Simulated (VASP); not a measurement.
A run of VASP 6.6.1 is set up as follows.

The input INCAR:

```
SYSTEM = S
PREC = Accurate
ENCUT = 520
EDIFF = 1E-6
ISMEAR = 1
SIGMA = 0.1
LREAL = .False.
LASPH = .True.
NELM = 80
ALGO = Normal
ISIF = 2
LWAVE = .False.
LCHARG = .False.
GGA = PS
NBANDS = 9
```

Contents of KPOINTS:

```
Automatic mesh
0
Gamma
  12 12 12
  0 0 0
```

Contents of POSCAR:

```
S
1.0
    0.0000000000      1.9943500000      1.9943500000
    1.9943500000      0.0000000000      1.9943500000
    1.9943500000      1.9943500000      0.0000000000
S
1
Direct
    0.0000000000      0.0000000000      0.0000000000
```

Potentials or basis: VASP PAW PBE potentials, release 64 (S).

Launch:

```bash
$ cat potpaw_PBE.64/S/POTCAR > POTCAR
$ mpirun -np 1 vasp_std > vasp.out
```

Task: Estimate the pressure.

Result: -4.7 GPa.

Task: Estimate the band gap on the k mesh.

Result: Zero (band 3 reaches 10.59 eV, above the bottom of band 4 at 4.81 eV).

Caveat: the PAW data sets were made with another functional, which shifts forces and pressure a little.
